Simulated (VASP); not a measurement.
Ti: single point with PBE

Crystal: Ti.

```
Ti
1.0
     3.17779    0.00000    0.00000
    -1.58889    2.75205    0.00000
     0.00000    0.00000    4.03827
Ti
2
Cartesian
  0.0000 1.8347 1.0096
  1.5889 0.9173 3.0287
```

This cell differs from its parent crystal: ratio of the length along z to the lengths across it x 0.8, volume and fractional coordinates fixed.

```
Program                : VASP 6.6.1
Task                   : single point
Functional             : PBE
Potentials or basis    : VASP PAW PBE potentials, release 64 (Ti_sv)
Cutoff                 : 520 eV
k mesh                 : 24 × 24 × 12
Occupations            : gaussian, width 0.15 eV
Spin                   : no spin polarisation
Dipole correction      : no
Further INCAR settings : ALGO = Fast; EDIFF = 1e-06; NBANDS = 19
```

| Property | Result |
| --- | --- |
| Pressure | -0.5 GPa |
| Band gap on the k mesh | zero (bands 12 and 13 overlap by 0.91 eV) |

Stress tensor (GPa, compression positive):
```
-5.91  0.00  0.00
 0.00 -5.91  0.00
 0.00  0.00 10.27
```

Levels at points of the mesh, in eV from the Fermi level:
| k point | band 10 | band 11 | band 12 | band 13 | band 14 | band 15 |
| --- | --- | --- | --- | --- | --- | --- |
| (0.00, 0.00, 0.00) | -2.51 | 0.57 | 0.57 | 0.80 | 0.80 | 1.45 |
| (0.50, 0.00, 0.00) | -2.19 | -1.22 | -1.16 | -0.22 | 1.60 | 2.21 |
| (0.00, 0.00, 0.50) | -3.58 | 0.03 | 0.03 | 0.03 | 0.03 | 1.20 |
| (0.50, 0.00, 0.50) | -2.22 | -0.22 | -0.22 | 1.22 | 1.22 | 1.52 |

Wall time 12 min on 1 thread of Intel Xeon 8259CL, with other jobs on the host, peak memory 0.34 GiB.
